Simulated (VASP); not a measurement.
Write the native input for VASP 6.6.1 that does the following.

```yaml
Task: single point
Functional: r2SCAN
Potentials_or_basis: VASP PAW PBE potentials, release 64 (Ta_pv, As)
Cutoff: 520 eV
k_mesh: 8 × 8 × 8
Occupations: fermi-dirac, width 0.02 eV
Spin: no spin polarisation
Dipole_correction: no
Further_INCAR_settings: ALGO = Normal; EDIFF = 1e-06; NBANDS = 24
```

TaAs:

```
Ta As
1.0
    -1.73728    1.73728    5.92102
     1.73728   -1.73728    5.92102
     1.73728    1.73728   -5.92102
Ta As
2 2
Direct
  0.50001 0.00001 0.50000
  0.75001 0.75001 0.00000
  0.08259 0.58259 0.50000
  0.33259 0.33259 0.00000
```

These files were run (other wordings do the same):

POSCAR

```
TaAs
1.0
   -1.7372839231      1.7372839231      5.9210176602
    1.7372839231     -1.7372839231      5.9210176602
    1.7372839231      1.7372839231     -5.9210176602
Ta As
2 2
Direct
    0.5000125150      1.0000125150      0.5000000000
    0.7500125150      0.7500125150      0.0000000000
    0.0825869050      0.5825869050      0.5000000000
    0.3325869050      0.3325869050      0.0000000000
```

INCAR.step1

```
SYSTEM = TaAs
  PREC = Accurate
  ENCUT = 520
  ISMEAR = -1
  SIGMA = 0.02
  LREAL = .FALSE.
  LASPH = .TRUE.
  NELM = 100
  NBANDS = 24
  GGA = PE
  ALGO = Normal
  EDIFF = 1E-4
  LWAVE = .TRUE.
  LCHARG = .FALSE.
```

INCAR.step2

```
SYSTEM = TaAs
  PREC = Accurate
  ENCUT = 520
  EDIFF = 1E-6
  ISMEAR = -1
  SIGMA = 0.02
  LREAL = .FALSE.
  LASPH = .TRUE.
  NELM = 100
  ALGO = Normal
  ISIF = 2
  LWAVE = .FALSE.
  LCHARG = .FALSE.
  METAGGA = R2SCAN
  LMIXTAU = .TRUE.
  NBANDS = 24
  ISTART = 1
```

KPOINTS

```
regular mesh
0
G
  8 8 8
  0 0 0
```

Potentials or basis: VASP PAW PBE potentials, release 64 (Ta_pv, As).

Launch:

```sh
$ cat potpaw_PBE.64/Ta_pv/POTCAR potpaw_PBE.64/As/POTCAR > POTCAR
$ cp INCAR.step1 INCAR
$ mpirun -np 1 vasp_std > vasp.out
$ cp INCAR.step2 INCAR
$ mpirun -np 1 vasp_std > vasp.out
```

Results of the run:

- Pressure: -4.8 GPa
- Largest force: 0.019 eV/Å
- Band gap on the k mesh: zero (bands 16 and 17 overlap by 0.05 eV)

Caveat: the cell stands under tension; the PAW data sets were made with another functional, which shifts forces and pressure a little; spin-orbit coupling is left out, which moves the levels of the heavy elements.

Run time: 6.7 min on 1 thread of Intel(R) Xeon(R) 6975P-C (Granite Rapids), with other jobs on the host, peak memory 0.4 GiB.
